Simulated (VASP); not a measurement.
Wanted: the native input for a VASP 6.6.1 run.

```yaml
Task: single point
Functional: LDA
Potentials_or_basis: VASP PAW LDA potentials, release 64 (Si)
Cutoff: 520 eV
k_mesh: 10 × 10 × 10
Occupations: gaussian, width 0.01 eV
Spin: no spin polarisation
Dipole_correction: no
Further_INCAR_settings: ALGO = Normal; EDIFF = 1e-06; NBANDS = 11
```

The structure of Si lies in POSCAR:

```
Si
1.0
    0.0000000000      2.7009735042      2.7009735042
    2.7009735042      0.0000000000      2.7009735042
    2.7009735042      2.7009735042      0.0000000000
Si
2
Direct
    0.0000000000      0.0000000000      0.0000000000
    0.2500000000      0.2500000000      0.2500000000
```

The input as run:

INCAR

```
ALGO     = Normal         # electronic algorithm
EDIFF    = 1E-6           # SCF threshold, eV
ENCUT    = 520            # plane-wave cutoff, eV
GGA      = CA             # functional
ISIF     = 2              # what is computed and relaxed
ISMEAR   = 0              # smearing method
LASPH    = T              # aspherical terms in the spheres
LCHARG   = F              # write CHGCAR
LREAL    = F              # projectors in reciprocal space
LWAVE    = F              # write WAVECAR
NBANDS   = 11             # bands
NELM     = 60             # most SCF steps
PREC     = Accurate       # precision mode
SIGMA    = 0.01           # smearing width, eV
```

KPOINTS

```
k-points
0
Gamma
  10 10 10
```

Potentials or basis: VASP PAW LDA potentials, release 64 (Si).

The run is started by

```console
$ cat potpaw_LDA.64/Si/POTCAR > POTCAR
$ mpirun -np 1 vasp_std > vasp.out
```

Results of the run:

The pressure is 0.0 GPa and the band gap on the k mesh is 0.45 eV, indirect (least direct gap 2.53 eV).

It took 10 s on 1 thread of Intel Xeon 6975P-C (shared host), peak memory 0.14 GiB.
